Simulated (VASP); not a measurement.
# VN (Fm-3m) in VASP: further runs, part 2 of 2

VASP 6.6.1. The steps go on from the part before.

## 3. Single point, PBE, collinear spin, ferromagnetic start

Input file INCAR:

```
SYSTEM = VN
  PREC = Accurate
  ENCUT = 600
  EDIFF = 1E-6
  ISMEAR = -4
  SIGMA = 0.1
  LREAL = .FALSE.
  LASPH = .TRUE.
  NELM = 200
  ALGO = Normal
  ISIF = 2
  LWAVE = .FALSE.
  LCHARG = .FALSE.
  ISPIN = 2
  MAGMOM = 0.3 0
  LORBIT = 11
  LMAXMIX = 4
  GGA = PE
  NBANDS = 20
  ISYM = 0
  GGA_COMPAT = .FALSE.
```

Input file KPOINTS:

```
regular mesh
0
G
  7 1 2
  0 0 0
```

Input file POSCAR:

```
VN
1.0
    0.0000000000      2.0624650000      2.0624650000
    2.0624650000      0.0000000000      2.0624650000
    2.0624650000      2.0624650000      0.0000000000
V N
1 1
Direct
    0.0000000000      0.0000000000      0.0000000000
    0.5000000000      0.5000000000      0.5000000000
```

Potentials or basis: VASP PAW PBE potentials, release 64 (V_sv, N).

Started as:

```console
$ cat potpaw_PBE.64/V_sv/POTCAR potpaw_PBE.64/N/POTCAR > POTCAR
$ mpirun -np 1 vasp_std > vasp.out
```

OUTCAR:

```text
SYSTEM = VN
   PREC = Accurate
   ENCUT = 600
   EDIFF = 1E-6
   ISMEAR = -4
   LREAL = .FALSE.
   LASPH = .TRUE.
   NELM = 200
   ISIF = 2
   ISPIN = 2
   LORBIT = 11
   GGA = PE
   ISYM = 0

 ion  position               nearest neighbor table
   1  0.000  0.000  0.000-   2 2.06   2 2.06   2 2.06   2 2.06   2 2.06   2 2.06
   2  0.500  0.500  0.500-   1 2.06   1 2.06   1 2.06   1 2.06   1 2.06   1 2.06

IMPORTANT INFORMATION: All symmetrisations will be switched off!
NOSYMM: (Re-)initialisation of all symmetry stuff for point group C_1.

----------------------------------------------------------------------------------------

                                     Primitive cell

  volume of cell :      17.5465

  direct lattice vectors                    reciprocal lattice vectors
     0.000000000  2.062465000  2.062465000    -0.242428356  0.242428356  0.242428356
     2.062465000  0.000000000  2.062465000     0.242428356 -0.242428356  0.242428356
     2.062465000  2.062465000  0.000000000     0.242428356  0.242428356 -0.242428356

  length of vectors
     2.916765975  2.916765975  2.916765975     0.419898230  0.419898230  0.419898230

  position of ions in fractional coordinates (direct lattice)
     0.000000000  0.000000000  0.000000000
     0.500000000  0.500000000  0.500000000

  ion indices of the primitive-cell ions
   primitive index   ion index
                 1           1
                 2           2

----------------------------------------------------------------------------------------

 KPOINTS: regular mesh

Automatic generation of k-mesh.
 Grid dimensions read from file:
 generate k-points for:    7    1    2

 Generating k-lattice:

  Cartesian coordinates                     Fractional coordinates (reciprocal lattice)
    -0.034632622  0.034632622  0.034632622     0.142857143  0.000000000  0.000000000
     0.242428356 -0.242428356  0.242428356     0.000000000  1.000000000  0.000000000
[... 110 lines left out ...]
  ext. energy  EPLUGINS =         0.00000000
  ---------------------------------------------------
  free energy    TOTEN  =       -17.41196948 eV

  energy without entropy =      -17.41196948  energy(sigma->0) =      -17.41196948

 E-fermi :  11.7299     XC(G=0): -13.4984

 val. band max:       12.3007575824   @ k =   0.4286   0.0000   0.0000
 cond. band min:      10.9620302003   @ k =   0.0000   0.0000   0.0000
 fundamental gap:     -1.3387273821
 Fermi energy:        11.7298784293

 spin component 1

 k-point     1 :       0.0000    0.0000    0.0000
  band No.  band energies     occupation
      1     -53.1635      1.00000
      2     -27.1548      1.00000
      3     -26.7656      1.00000
      4     -26.5312      1.00000
      5      -5.8246      1.00000
      6       9.8529      1.00000
[... 160 lines left out ...]
      6       5.3032      1.00000
[... 12 lines left out ...]
     19      38.6414      0.00000
     20      42.0431      0.00000
 Fermi energy:        11.7298784293

 spin component 2

 k-point     1 :       0.0000    0.0000    0.0000
  band No.  band energies     occupation
      1     -53.1633      1.00000
      2     -27.1499      1.00000
      3     -26.7739      1.00000
      4     -26.5275      1.00000
      5      -5.8249      1.00000
      6       9.8527      1.00000
[... 173 lines left out ...]
     19      38.6467      0.00000
     20      42.0421      0.00000

------------------------ aborting loop because EDIFF is reached ----------------------------------------

  FORCE on cell =-STRESS in cart. coord.  units (eV):
  Direction    XX          YY          ZZ          XY          YZ          ZX
  --------------------------------------------------------------------------------------
  -------------------------------------------------------------------------------------
  Total        2.6513580      0.1847708      2.6547287     -0.2221503      0.2267383      3.6860799
  in kB      242.0968812     16.8715173    242.4046637    -20.2846560     20.7035918    336.5778795
  external PRESSURE =     167.1243541 kB  Pullay stress =       0.0000000 kB

 VOLUME and BASIS-vectors are now :
 -----------------------------------------------------------------------------
  energy-cutoff  :      600.00
  volume of cell :       17.55
      direct lattice vectors                 reciprocal lattice vectors
     0.000000000  2.062465000  2.062465000    -0.242428356  0.242428356  0.242428356
     2.062465000  0.000000000  2.062465000     0.242428356 -0.242428356  0.242428356
     2.062465000  2.062465000  0.000000000     0.242428356  0.242428356 -0.242428356

 POSITION                                       TOTAL-FORCE (eV/Angst)
 -----------------------------------------------------------------------------------
      0.00000      0.00000      0.00000         0.000000     -0.000000      0.000000
      2.06246      2.06246      2.06246        -0.000000      0.000000     -0.000000
 -----------------------------------------------------------------------------------
    total drift:                               -0.000000     -0.000000      0.000000

  FREE ENERGIE OF THE ION-ELECTRON SYSTEM (eV)
  ---------------------------------------------------
  free  energy   TOTEN  =       -17.4119694755 eV

  energy  without entropy=      -17.4119694755  energy(sigma->0) =      -17.41196948

 total charge

# of ion       s       p       d       tot
------------------------------------------
    1        2.258   6.225   3.194  11.678
    2        1.213   2.574   0.000   3.787
--------------------------------------------------
tot          3.471   8.800   3.194  15.465

 magnetization (x)

# of ion       s       p       d       tot
------------------------------------------
    1       -0.000   0.000  -0.000  -0.000
    2        0.000  -0.000   0.000  -0.000
--------------------------------------------------
tot          0.000  -0.000  -0.000  -0.000
```

stdout:

```text
POSCAR found type information on POSCAR V N
 POSCAR found :  2 types and       2 ions
 scaLAPACK will be used
 LDA part: xc-table for (Slater+PW92), standard interpolation
 -----------------------------------------------------------------------------
[... 33 lines left out ...]
|     Tetrahedron method does not include variations of the Fermi             |
|     occupations, so forces and stress will be inaccurate. We suggest        |
|     using a different smearing scheme ISMEAR = 1 or 2 for metals in         |
|     relaxations.                                                            |
|                                                                             |
 -----------------------------------------------------------------------------
```

It took 9.5 s on 1 thread of Intel Xeon Platinum 8559C (Emerald Rapids), shared host; peak memory 0.15 GiB.

Results:

```yaml
Free_energy: -17.4120 eV
Pressure: 16.7 GPa
Band_gap_on_the_k_mesh: zero (filled and empty bands overlap)
Net_moment: 0.00 μB per cell
Valence_electrons_inside_the_program's_atomic_spheres: V 11.68; N 3.79
```

Levels at points of the mesh, in eV from the Fermi level:
Spin up:
| k point | band 7 | band 8 | band 9 | band 10 | band 11 | band 12 |
| --- | --- | --- | --- | --- | --- | --- |
| (0.00, 0.00, 0.00) | -1.76 | -1.63 | -1.45 | -1.15 | -0.76 | -0.16 |
| (0.00, 0.00, 0.50) | -5.69 | -5.62 | 0.88 | 1.13 | 1.99 | 5.41 |
Spin down:
```
           k point  band 5  band 6  band 7  band 8  band 9  band 10  band 11  band 12  band 13  band 14
(0.00, 0.00, 0.00)  -17.55   -1.88   -1.76   -1.63   -1.44    -1.15    -0.77    -0.17     0.14     6.34
(0.00, 0.00, 0.50)  -14.81   -8.48   -5.69   -5.61    0.89     1.14     1.98     5.41     5.62     6.52
```

Caveat: the k points lie up to 2.64 Å⁻¹ apart. With open d or f shells a metallic result of PBE can be an artefact of self-interaction; +U or a hybrid may open a gap.

## 4. Single point, PBE, collinear spin, ferromagnetic start

Input file INCAR:

```
PREC = Accurate
ENCUT = 600
EDIFF = 1E-6
ISMEAR = 0
SIGMA = 0.1
LREAL = False
LASPH = True
NELM = 200
ALGO = Normal
ISIF = 2
LWAVE = False
LCHARG = False
ISPIN = 2
MAGMOM = 2 0
LORBIT = 11
LMAXMIX = 4
GGA = PE
NBANDS = 20
GGA_COMPAT = False
```

Input file KPOINTS:

```
regular mesh
0
Gamma
  6 6 6
```

POSCAR is that of step 3.

Started as:

```console
$ cat potpaw_PBE.64/V_sv/POTCAR potpaw_PBE.64/N/POTCAR > POTCAR
$ mpirun -np 1 vasp_std > vasp.out
```

Wall time 12 s (1 thread of Intel Xeon Platinum 8488C (Sapphire Rapids), shared host); peak memory 0.15 GiB.

The run converged. Its results:

| Property | Result |
| --- | --- |
| Free energy | -19.2738 eV |
| Pressure | -0.3 GPa |
| Net moment | 0.33 μB per cell |
| Site moments | V +0.33; N -0.01 μB |
| Valence electrons inside the program's atomic spheres | V 11.66; N 3.75 |

Levels at points of the mesh, in eV from the Fermi level:
Spin up:
```
           k point  band 7  band 8  band 9  band 10  band 11  band 12
(0.00, 0.00, 0.00)   -2.26   -2.26   -1.70    -1.70    -1.70    -0.57
(0.50, 0.00, 0.00)   -6.13   -6.13    0.41     0.41     1.29     4.90
(0.50, 0.50, 0.00)   -3.95   -3.69   -3.69     0.40     1.01     1.01
```
Spin down:
```
           k point  band 5  band 6  band 7  band 8  band 9  band 10  band 11  band 12  band 13  band 14
(0.00, 0.00, 0.00)  -17.98   -2.28   -2.28   -2.28   -1.36    -1.36    -1.36    -0.37    -0.37     5.96
(0.50, 0.00, 0.00)  -15.29   -8.86   -6.06   -6.06    0.78     0.78     1.61     5.04     5.04     6.25
(0.50, 0.50, 0.00)  -16.20   -6.67   -3.69   -3.69   -3.67     0.61     1.41     1.41     2.77    10.44
```

Caveat: the k points lie up to 0.44 Å⁻¹ apart. With open d or f shells a metallic result of PBE can be an artefact of self-interaction; +U or a hybrid may open a gap.

## 5. Single point, PBE, collinear spin, ferromagnetic start

Input file INCAR:

```
SYSTEM = VN
PREC = Accurate
ENCUT = 600
EDIFF = 1E-6
ISMEAR = -4
SIGMA = 0.1
LREAL = .FALSE.
LASPH = .TRUE.
NELM = 200
ALGO = Normal
ISIF = 2
LWAVE = .FALSE.
LCHARG = .FALSE.
ISPIN = 2
MAGMOM = 0.3 0
LORBIT = 11
LMAXMIX = 4
GGA = PE
NBANDS = 20
GGA_COMPAT = .FALSE.
```

Input file KPOINTS:

```
regular mesh
0
G
  6 6 6
  0 0 0
```

POSCAR is that of step 4.

Potentials or basis: VASP PAW PBE potentials, release 64 (V_sv, N).

Started as:

```console
$ cat potpaw_PBE.64/V_sv/POTCAR potpaw_PBE.64/N/POTCAR > POTCAR
$ mpirun -np 1 vasp_std > vasp.out
```

OUTCAR:

```text
SYSTEM = VN
   PREC = Accurate
   ENCUT = 600
   EDIFF = 1E-6
   ISMEAR = -4
   LREAL = .FALSE.
   LASPH = .TRUE.
   NELM = 200
   ISIF = 2
   ISPIN = 2
   LORBIT = 11
   GGA = PE

 ion  position               nearest neighbor table
   1  0.000  0.000  0.000-   2 2.06   2 2.06   2 2.06   2 2.06   2 2.06   2 2.06
   2  0.500  0.500  0.500-   1 2.06   1 2.06   1 2.06   1 2.06   1 2.06   1 2.06

  LATTYP: Found a face centered cubic cell.
 ALAT       =     4.1249300000

  Lattice vectors:

 A1 = (   0.0000000000,   2.0624650000,   2.0624650000)
 A2 = (   2.0624650000,   0.0000000000,   2.0624650000)
 A3 = (   2.0624650000,   2.0624650000,   0.0000000000)

Analysis of symmetry for initial positions (statically):
=====================================================================
 Subroutine PRICEL returns:
 Original cell was already a primitive cell.

 Routine SETGRP: Setting up the symmetry group for a
 face centered cubic supercell.

 Subroutine GETGRP returns: Found 48 space group operations
 (whereof 48 operations were pure point group operations)
 out of a pool of 48 trial point group operations.

The static configuration has the point symmetry O_h .

Analysis of symmetry for dynamics (positions and initial velocities):
=====================================================================
 Subroutine PRICEL returns:
 Original cell was already a primitive cell.

 Routine SETGRP: Setting up the symmetry group for a
 face centered cubic supercell.

 Subroutine GETGRP returns: Found 48 space group operations
 (whereof 48 operations were pure point group operations)
 out of a pool of 48 trial point group operations.

The dynamic configuration has the point symmetry O_h .

Analysis of structural, dynamic, and magnetic symmetry:
=====================================================================
 Subroutine PRICEL returns:
[... 144 lines left out ...]
  ext. energy  EPLUGINS =         0.00000000
  ---------------------------------------------------
  free energy    TOTEN  =       -19.17038135 eV

  energy without entropy =      -19.17038135  energy(sigma->0) =      -19.17038135

 E-fermi :  11.8889     XC(G=0): -13.5870

 val. band max:       12.0443943267   @ k =  -0.3333   0.1667   0.0000
 cond. band min:      11.5009107970   @ k =   0.0000   0.0000   0.0000
 fundamental gap:     -0.5434835297
 Fermi energy:        11.8889058064

 spin component 1

 k-point     1 :       0.0000    0.0000    0.0000
  band No.  band energies     occupation
      1     -53.4481      1.00000
      2     -27.0869      1.00000
      3     -27.0869      1.00000
      4     -27.0869      1.00000
      5      -6.0330      1.00000
      6       9.6879      1.00000
[... 344 lines left out ...]
      6       5.4227      1.00000
[... 12 lines left out ...]
     19      35.7875      0.00000
     20      41.4570      0.00000
 Fermi energy:        11.8889058064

 spin component 2

 k-point     1 :       0.0000    0.0000    0.0000
  band No.  band energies     occupation
      1     -53.4426      1.00000
      2     -27.0814      1.00000
      3     -27.0814      1.00000
      4     -27.0814      1.00000
      5      -6.0326      1.00000
      6       9.6879      1.00000
[... 357 lines left out ...]
     19      35.7893      0.00000
     20      41.4576      0.00000

------------------------ aborting loop because EDIFF is reached ----------------------------------------

  FORCE on cell =-STRESS in cart. coord.  units (eV):
  Direction    XX          YY          ZZ          XY          YZ          ZX
  --------------------------------------------------------------------------------------
  -------------------------------------------------------------------------------------
  Total        0.0781590      0.0781590      0.0781590      0.0000000     -0.0000000      0.0000000
  in kB        7.1367361      7.1367361      7.1367361      0.0000000     -0.0000000      0.0000000
  external PRESSURE =       7.1367361 kB  Pullay stress =       0.0000000 kB

 VOLUME and BASIS-vectors are now :
 -----------------------------------------------------------------------------
  energy-cutoff  :      600.00
  volume of cell :       17.55
      direct lattice vectors                 reciprocal lattice vectors
     0.000000000  2.062465000  2.062465000    -0.242428356  0.242428356  0.242428356
     2.062465000  0.000000000  2.062465000     0.242428356 -0.242428356  0.242428356
     2.062465000  2.062465000  0.000000000     0.242428356  0.242428356 -0.242428356

 POSITION                                       TOTAL-FORCE (eV/Angst)
 -----------------------------------------------------------------------------------
      0.00000      0.00000      0.00000         0.000000      0.000000     -0.000000
      2.06246      2.06246      2.06246        -0.000000     -0.000000      0.000000
 -----------------------------------------------------------------------------------
    total drift:                                0.000000     -0.000000     -0.000000

  FREE ENERGIE OF THE ION-ELECTRON SYSTEM (eV)
  ---------------------------------------------------
  free  energy   TOTEN  =       -19.1703813543 eV

  energy  without entropy=      -19.1703813543  energy(sigma->0) =      -19.17038135

 total charge

# of ion       s       p       d       tot
------------------------------------------
    1        2.236   6.277   3.152  11.665
    2        1.244   2.503   0.000   3.748
--------------------------------------------------
tot          3.481   8.780   3.152  15.412

 magnetization (x)

# of ion       s       p       d       tot
------------------------------------------
    1        0.000   0.000   0.005   0.005
    2       -0.000  -0.000   0.000  -0.000
--------------------------------------------------
tot          0.000  -0.000   0.005   0.005
```

OSZICAR:

```text
N       E                     dE             d eps       ncg     rms          rms(c)
DAV:   1     0.165740622047E+03    0.16574E+03   -0.96202E+03  1280   0.110E+03
DAV:   2    -0.184989753979E+02   -0.18424E+03   -0.17465E+03  1328   0.347E+02
DAV:   3    -0.244182597017E+02   -0.59193E+01   -0.58637E+01  1444   0.663E+01
DAV:   4    -0.244470977169E+02   -0.28838E-01   -0.28833E-01  1432   0.493E+00
DAV:   5    -0.244472461192E+02   -0.14840E-03   -0.14840E-03  1420   0.355E-01    0.297E+01
DAV:   6    -0.204038658618E+02    0.40434E+01   -0.17662E+01  1496   0.484E+01    0.999E+00
DAV:   7    -0.193173655949E+02    0.10865E+01   -0.61329E+00  1372   0.253E+01    0.999E+00
DAV:   8    -0.191867803399E+02    0.13059E+00   -0.55742E-01  1352   0.850E+00    0.141E+00
DAV:   9    -0.191716590311E+02    0.15121E-01   -0.37044E-02  1384   0.216E+00    0.392E-01
DAV:  10    -0.191705594815E+02    0.10995E-02   -0.38561E-03  1440   0.630E-01    0.330E-01
DAV:  11    -0.191704104386E+02    0.14904E-03   -0.33771E-04  1416   0.197E-01    0.148E-01
DAV:  12    -0.191703784741E+02    0.31965E-04   -0.60483E-05  1376   0.751E-02    0.381E-02
DAV:  13    -0.191703804114E+02   -0.19374E-05   -0.80312E-06  1324   0.249E-02    0.198E-02
DAV:  14    -0.191703813543E+02   -0.94284E-06   -0.92804E-07   920   0.869E-03
   1 F= -.19170381E+02 E0= -.19170381E+02  d E =0.000000E+00  mag=     0.0050
```

It took 13 s on 1 thread of Intel Xeon Platinum 8488C (Sapphire Rapids), shared host; peak memory 0.15 GiB.

What came out:

```yaml
Free_energy: -19.1704 eV
Pressure: 0.7 GPa
Band_gap_on_the_k_mesh: zero (filled and empty bands overlap)
Net_moment: 0.01 μB per cell
Valence_electrons_inside_the_program's_atomic_spheres: V 11.66; N 3.75
```

Caveat: the k points lie up to 0.44 Å⁻¹ apart. With open d or f shells a metallic result of PBE can be an artefact of self-interaction; +U or a hybrid may open a gap.

## 6. The runs side by side

| k mesh | smearing | gap on the mesh (eV) | pressure (GPa) | moment (μB) |
| --- | --- | --- | --- | --- |
| 4 × 4 × 4 | methfessel-paxton 0.1 eV | none | -1.1 | 0.32 |
| 7 × 1 × 2 | tetrahedron | none | 16.7 | 0.00 |
| 6 × 6 × 6 | gaussian 0.1 eV | none | -0.3 | 0.33 |
| 6 × 6 × 6 | tetrahedron | none | 0.7 | 0.01 |

Alike in all rows: task single point; level PBE; potentials or basis VASP PAW PBE potentials, release 64 (V_sv, N); spin collinear, ferromagnetic start; cell as given; cutoff (eV) 600.

Caveats: all runs use coarse meshes.

Total energies depend on the potentials used, so only differences within one code and one set of settings carry meaning.
